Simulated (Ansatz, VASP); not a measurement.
**One calculation of Al, two programs**

```
CELL_PARAMETERS angstrom
6.02333 2.00778 4.01556
-6.02333 -2.00778 4.01556
2.00778 -6.02333 -4.01556
ATOMIC_POSITIONS crystal
Al 0.15146 0.05291 0.70437
Al 0.60837 0.20407 0.80161
Al 0.09754 0.69324 0.80161
Al 0.19593 0.39754 0.60430
Al 0.30000 0.10000 0.40000
Al 0.55000 0.85000 0.90000
Al 0.64812 0.54786 0.69598
Al 0.75291 0.24854 0.50145
Al 0.00246 0.00676 0.99839
Al 0.24786 0.75188 0.49975
Al 0.34709 0.45146 0.29855
Al 0.45188 0.15214 0.10402
Al 0.70676 0.90837 0.60430
Al 0.80000 0.60000 0.40000
Al 0.90407 0.30246 0.19570
Al 0.39324 0.79163 0.19570
Al 0.49163 0.49593 0.99839
Al 0.85214 0.94812 0.30025
Al 0.94854 0.64709 0.09563
```

Change from the starting cell: Al vacancy, atoms relaxed.

Alike in both runs: functional PBEsol; k mesh 4 × 4 × 4; occupations gaussian, width 0.1 eV; no spin polarisation.

Ansatz relaxed the structure, and its values are those at the end. VASP's run is a single point on that final structure, the one shown.

|  | VASP | Ansatz |
| --- | --- | --- |
| version | VASP 6.6.1 | Ansatz 0.2.0 |
| potentials or method | VASP PAW PBE potentials, release 64 (Al), cutoff 520 eV | scalar-relativistic, plane waves, PAW |
| valence electrons in the cell | 57 | 57 |

```tsv
	VASP	Ansatz	Ansatz less VASP
gap on the k mesh at the Fermi level (eV)	none	none	-
pressure (GPa)	-1.2	-1.2	-0.06
```

VASP's potentials were made for PBE, not for PBEsol. A gap of «none» marks a metal or a gap that the smearing closes. Ansatz's warnings: stress scf threshold loose.
